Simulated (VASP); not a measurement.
Write the native input for VASP 6.6.1 that does the following.

| Quantity | Value |
| --- | --- |
| Task | electric field gradients |
| Functional | r2SCAN |
| Potentials or basis | VASP PAW PBE potentials, release 64 (Re) |
| Cutoff | 520 eV |
| k mesh | 12 × 12 × 7 |
| Occupations | fermi-dirac, width 0.05 eV |
| Spin | no spin polarisation |
| Dipole correction | no |
| Further INCAR settings | ALGO = Normal; EDIFF = 1e-08; NBANDS = 14 |

Re:

```
Re
1.0
     2.77283    0.00000    0.00000
    -1.38642    2.40134    0.00000
     0.00000    0.00000    4.49199
Re
2
Direct
  0.31333 0.65667 0.23500
  0.68667 0.34333 0.76500
```

This cell differs from its parent crystal: shortest bond scaled by 0.94.

The input as run:

POSCAR

```
Re
1.0
    2.7728322014      0.0000000000      0.0000000000
   -1.3864161007      2.4013431268      0.0000000000
    0.0000000000      0.0000000000      4.4919881662
Re
2
Direct
    0.3133333333      0.6566666667      0.2350000000
    0.6866666667      0.3433333333      0.7650000000
```

INCAR.step1

```
SYSTEM = Re
PREC     = Accurate       ! precision mode
ENCUT    = 520            ! plane-wave cutoff, eV
ISMEAR   = -1             ! smearing method
SIGMA    = 0.05           ! smearing width, eV
LREAL    = .False.        ! projectors in reciprocal space
LASPH    = .True.         ! aspherical terms in the spheres
NELM     = 100            ! most SCF steps
NBANDS   = 14             ! bands
GGA      = PE             ! functional
ALGO     = Normal         ! electronic algorithm
EDIFF    = 1E-4           ! SCF threshold, eV
LWAVE    = .True.         ! write WAVECAR
LCHARG   = .False.        ! write CHGCAR
```

INCAR.step2

```
SYSTEM = Re
PREC     = Accurate       ! precision mode
ENCUT    = 520            ! plane-wave cutoff, eV
EDIFF    = 1E-8           ! SCF threshold, eV
ISMEAR   = -1             ! smearing method
SIGMA    = 0.05           ! smearing width, eV
LREAL    = .False.        ! projectors in reciprocal space
LASPH    = .True.         ! aspherical terms in the spheres
NELM     = 100            ! most SCF steps
ALGO     = Normal         ! electronic algorithm
ISIF     = 2              ! what is computed and relaxed
LWAVE    = .False.        ! write WAVECAR
LCHARG   = .False.        ! write CHGCAR
METAGGA  = R2SCAN         ! meta-GGA
LMIXTAU  = .True.       
LEFG     = .True.       
NBANDS   = 14             ! bands
ISTART   = 1
```

KPOINTS

```
Automatic mesh
0
Gamma
  12 12 7
  0 0 0
```

Potentials or basis: VASP PAW PBE potentials, release 64 (Re).

The run is started by

```bash
$ cat potpaw_PBE.64/Re/POTCAR > POTCAR
$ cp INCAR.step1 INCAR
$ mpirun -np 1 vasp_std > vasp.out
$ cp INCAR.step2 INCAR
$ mpirun -np 1 vasp_std > vasp.out
```

It gave:

```yaml
Pressure: -3.4 GPa
Largest_force: 0.843 eV/Å
Band_gap_on_the_k_mesh: zero (bands 7 and 8 overlap by 2.92 eV)
Largest_electric_field_gradient_by_atom: Re +64.5 V/Å²
```

Caveat: the cell differs from its parent crystal (shortest bond scaled by 0.94); the cell stands under tension; without QUAD_EFG the Cq values of the log hold for a quadrupole moment of 1 mb, not for the nuclei; the PAW data sets were made with another functional, which shifts forces and pressure a little; spin-orbit coupling is left out, which moves the levels of the heavy elements.

Run time: 3.3 min on 1 thread of Intel(R) Xeon(R) 6975P-C (Granite Rapids), on a shared host, peak memory 0.24 GiB.
